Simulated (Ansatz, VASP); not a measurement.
# Be3ZnO: VASP beside Ansatz

```
Be Zn O
1.0
     4.70084    0.00000    0.00000
    -2.35042    4.07105    0.00000
     0.00000    0.00000    2.52275
Be Zn O
3 1 1
Direct
  0.83047 0.16953 0.00000
  0.83047 0.66093 0.00000
  0.33907 0.16953 0.00000
  0.33333 0.66667 0.00000
  0.00000 0.00000 0.50000
```

Alike in both runs: task relaxation of cell and atoms; functional PBE; k mesh 12 × 12 × 14; occupations gaussian, width 0.1 eV; no spin polarisation.

|  | VASP | Ansatz |
| --- | --- | --- |
| version | VASP 6.6.1 | Ansatz 0.2.0 |
| potentials or method | VASP PAW PBE potentials, release 64 (Be, Zn, O), cutoff 600 eV | scalar-relativistic, plane waves, PAW |
| valence electrons in the cell | 24 | 24 |

|  | VASP | Ansatz | Ansatz less VASP |
| --- | --- | --- | --- |
| gap on the k mesh at the Fermi level, each at its own relaxed structure (eV) | none | none | - |
| relaxed volume (Å³/atom) | 9.67 | 9.66 | -0.008 |
| relaxed cell length with the largest relative difference (Å) | 4.690 | 4.688 | -0.0016 |

A gap of «none» marks a metal or a gap that the smearing closes.
